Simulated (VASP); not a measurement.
Set up this calculation in VASP 6.6.1, as the native input.

| Quantity | Value |
| --- | --- |
| Task | single point |
| Functional | PBEsol |
| Potentials or basis | VASP PAW PBE potentials, release 64 (K_sv) |
| Cutoff | 520 eV |
| k mesh | 12 × 12 × 12 |
| Occupations | gaussian, width 0.1 eV |
| Spin | no spin polarisation |
| Dipole correction | no |
| Further INCAR settings | ALGO = Fast; EDIFF = 1e-07; NBANDS = 16 |

The structure of K lies in POSCAR:

```
K
1.0
    0.0000000000      4.7078656860      4.7078656860
    4.7078656860      0.0000000000      4.7078656860
    4.7078656860      4.7078656860      0.0000000000
K
2
Direct
    0.5000000000      0.5000000000      0.5000000000
    0.7500000000      0.7500000000      0.7500000000
```

This isn't the form of K at room conditions, which is bcc.

These files were run (other wordings do the same):

INCAR

```
SYSTEM = K
PREC = Accurate ; ENCUT = 520
EDIFF = 1E-7 ; ISMEAR = 0
SIGMA = 0.1 ; LREAL = .False.
LASPH = .True. ; NELM = 100
ALGO = Fast ; ISIF = 2
LWAVE = .False. ; LCHARG = .False.
GGA = PS ; NBANDS = 16
```

KPOINTS

```
Automatic mesh
0
Gamma
  12 12 12
  0 0 0
```

Potentials or basis: VASP PAW PBE potentials, release 64 (K_sv).

The run is started by

```sh
$ cat potpaw_PBE.64/K_sv/POTCAR > POTCAR
$ mpirun -np 1 vasp_std > vasp.out
```

It gave:

```json
{
  "Pressure": "0.0 GPa",
  "Band gap on the k mesh": "zero (bands 9 and 10 overlap by 0.41 eV)"
}
```

Caveat: the PAW data sets were made with another functional, which shifts forces and pressure a little.

Run time: 11 min on 1 thread of Oxide Virtual Turin-like Processor, with other jobs on the host, peak memory 0.42 GiB.
